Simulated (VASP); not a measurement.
A run of VASP 6.6.1:

File INCAR:

```
ALGO     = Fast           # electronic algorithm
EDIFF    = 1E-6           # SCF threshold, eV
ENCUT    = 520            # plane-wave cutoff, eV
GGA      = PS             # functional
ISIF     = 2              # what is computed and relaxed
ISMEAR   = 0              # smearing method
LASPH    = T              # aspherical terms in the spheres
LCHARG   = F              # write CHGCAR
LREAL    = F              # projectors in reciprocal space
LWAVE    = F              # write WAVECAR
NBANDS   = 32             # bands
NELM     = 80             # most SCF steps
PREC     = Accurate       # precision mode
SIGMA    = 0.1            # smearing width, eV
```

The input KPOINTS:

```
k-points
0
Gamma
  12 12 10
```

POSCAR

```
Ti
1.0
    4.6825459829      0.0000000000      0.0000000000
   -2.3412729915      4.0552037756      0.0000000000
    0.0000000000      0.0000000000      4.7473461125
Ti
4
Direct
    0.6666666667      0.3333333333      0.0000074977
    0.3333333333      0.6666666667      0.5000074977
    0.6666666667      0.3333333333      0.4999925023
    0.3333333333      0.6666666667      0.9999925023
```

Potentials or basis: VASP PAW PBE potentials, release 64 (Ti_sv).

The run is started by

```console
$ cat potpaw_PBE.64/Ti_sv/POTCAR > POTCAR
$ mpirun -np 1 vasp_std > vasp.out
```

Hardware: 1 thread of Intel(R) Xeon(R) 6975P-C (Granite Rapids), on a shared host.

How long does it take, and how much memory?

It took 8.1 min on 1 thread of Intel(R) Xeon(R) 6975P-C (Granite Rapids) (shared host), peak memory 0.36 GiB. Counts: scf iterations 50, k points 114.
